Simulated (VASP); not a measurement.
System: Bi2Se3, a slab with vacuum.

```
CELL_PARAMETERS angstrom
4.14295 0.00000 0.00000
-2.07147 3.58790 0.00000
0.00000 0.00000 39.98244
ATOMIC_POSITIONS crystal
Se 0.00000 0.00000 0.41257
Se 0.66667 0.33333 0.50000
Se 0.33333 0.66667 0.58743
Bi 0.33333 0.66667 0.45193
Bi 0.00000 0.00000 0.54807
```

This cell differs from its parent crystal: atoms taken out.

Base run:

* Program: VASP 6.6.1
* Functional: PBE
* Dispersion: D3(BJ)
* Potentials or basis: VASP PAW PBE potentials, release 64 (Se, Bi_d)
* Cutoff: 520 eV
* k mesh: 12 × 12 × 1
* Occupations: gaussian, width 0.02 eV
* Spin: no spin polarisation

Its results: band gap on the k mesh 0.89 eV (least direct gap 1.27 eV); largest force 0.049 eV/Å.

The run is repeated on the same cell with these changes: k mesh from 12 × 12 × 1 to 6 × 6 × 1; occupations from gaussian, width 0.02 eV to gaussian, width 0.1 eV. What comes out?

Band gap on the k mesh 0.96 eV (least direct gap 1.28 eV); largest force 0.017 eV/Å.

Caveats: spin-orbit coupling is left out, which moves the levels of the heavy elements.

A k mesh can miss the band edges.
